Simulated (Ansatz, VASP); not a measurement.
## Ti: VASP beside Ansatz

```xyz
1
Lattice="-1.6665 1.6259 1.6259 1.6665 -1.6259 1.6259 1.6665 1.6259 -1.6259" Properties=species:S:1:pos:R:3 pbc="T T T"
Ti    0.0000    0.0000    0.0000
```

Change from the starting cell: strain +0.0250 x Voigt [1, 0, 0, 0, 0, 0], atoms carried along.

Alike in both runs: task single point; functional r2SCAN; k mesh 26 × 26 × 26; occupations gaussian, width 0.15 eV; no spin polarisation.

|  | VASP | Ansatz |
| --- | --- | --- |
| version | VASP 6.6.1 | Ansatz 0.2.0 |
| potentials or method | VASP PAW PBE potentials, release 64 (Ti_sv), cutoff 520 eV | scalar-relativistic, plane waves, PAW |
| valence electrons in the cell | 12 | 12 |

|  | VASP | Ansatz | Ansatz less VASP |
| --- | --- | --- | --- |
| gap on the k mesh at the Fermi level (eV) | none | none | - |
| pressure (GPa) | -2.2 | -2.5 | -0.27 |
| traceless stress, the component that is largest in VASP (GPa) | 0.61 | 0.61 | -0.007 |

VASP's potentials were made for PBE, not for r2SCAN. A gap of «none» marks a metal or a gap that the smearing closes. The functional is the same, so the differences come from potentials, cutoffs and numerics.
